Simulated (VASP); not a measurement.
Wanted: the native input for a VASP 6.6.1 run.

- Task: single point
- Functional: PBE
- Potentials or basis: VASP PAW PBE potentials, release 64 (Ga_d, P)
- Cutoff: 520 eV
- k mesh: 8 × 8 × 8
- Occupations: gaussian, width 0.05 eV
- Spin: no spin polarisation
- Dipole correction: no
- Further INCAR settings: ALGO = Normal; EDIFF = 1e-06; NBANDS = 16

The structure of GaP lies in POSCAR:

```
GaP
1.0
    0.0000000000      2.6162400000      2.5072300000
    2.6162400000      0.0000000000      2.5072300000
    2.6162400000      2.6162400000      0.0000000000
Ga P
1 1
Direct
    0.0000000000      0.0000000000      0.0000000000
    0.7500000000      0.7500000000      0.7500000000
```

This cell differs from its parent crystal: strain -0.040 along x and y, -0.080 along z.

The input as run:

INCAR

```
PREC = Accurate
ENCUT = 520
EDIFF = 1E-6
ISMEAR = 0
SIGMA = 0.05
LREAL = False
LASPH = True
NELM = 60
ALGO = Normal
ISIF = 2
LWAVE = False
LCHARG = False
GGA = PE
NBANDS = 16
```

KPOINTS

```
regular mesh
0
Gamma
  8 8 8
```

Potentials or basis: VASP PAW PBE potentials, release 64 (Ga_d, P).

The run is started by

```sh
$ cat potpaw_PBE.64/Ga_d/POTCAR potpaw_PBE.64/P/POTCAR > POTCAR
$ mpirun -np 1 vasp_std > vasp.out
```

It gave:

- Pressure: 22.8 GPa
- Band gap on the k mesh: 0.86 eV, indirect (least direct gap 3.06 eV)

Caveat: the cell differs from its parent crystal (strain -0.040 along x and y, -0.080 along z).

Run time: 25 s on 1 thread of AMD EPYC 7R13 Processor (Zen 3), with other jobs on the host, peak memory 0.14 GiB.
